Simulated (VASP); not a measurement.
A run of VASP 6.6.1:

POSCAR

```
AlGaN2
1.0
    3.1385264188      0.0000000000      0.0000000000
    0.0000000000      3.1385264188      0.0000000000
    0.0000000000      0.0000000000      8.8447134538
Al Ga N
2 2 4
Direct
    0.5000000000      0.5000000000      0.2500000000
    0.5000000000      0.5000000000      0.7500000000
    0.0000000000      0.0000000000     -0.0028245529
    0.0000000000      0.0000000000      0.5028245529
    0.5000000000      0.0000000000      0.3568221228
    0.5000000000      0.0000000000      0.8822610476
    0.0000000000      0.5000000000      0.1431778772
    0.0000000000      0.5000000000      0.6177389524
```

Contents of INCAR.step1:

```
SYSTEM = AlGaN2
PREC = Accurate
ENCUT = 520
ISMEAR = 0
SIGMA = 0.05
LREAL = .False.
LASPH = .True.
NELM = 100
NBANDS = 36
GGA = PE
ALGO = Normal
EDIFF = 1E-4
LWAVE = .True.
LCHARG = .False.
```

The input INCAR.step2:

```
SYSTEM = AlGaN2
PREC = Accurate
ENCUT = 520
EDIFF = 1E-6
ISMEAR = 0
SIGMA = 0.05
LREAL = .False.
LASPH = .True.
NELM = 100
ALGO = Normal
ISIF = 2
LWAVE = .False.
LCHARG = .False.
METAGGA = R2SCAN
LMIXTAU = .True.
NBANDS = 36
ISTART = 1
```

File KPOINTS:

```
regular mesh
0
Gamma
  8 8 4
  0 0 0
```

Potentials or basis: VASP PAW PBE potentials, release 64 (Al, Ga_d, N).

Launch:

```sh
$ cat potpaw_PBE.64/Al/POTCAR potpaw_PBE.64/Ga_d/POTCAR potpaw_PBE.64/N/POTCAR > POTCAR
$ cp INCAR.step1 INCAR
$ mpirun -np 1 vasp_std > vasp.out
$ cp INCAR.step2 INCAR
$ mpirun -np 1 vasp_std > vasp.out
```

Hardware: 1 thread of AMD EPYC 9R45 96-Core Processor (Zen 5) (shared host).

Question: How long does it take, and how much memory?

Answer: Run time: 5.1 min on 1 thread of AMD EPYC 9R45 96-Core Processor (Zen 5) (shared host), peak memory 0.25 GiB. Counts: k points 45.
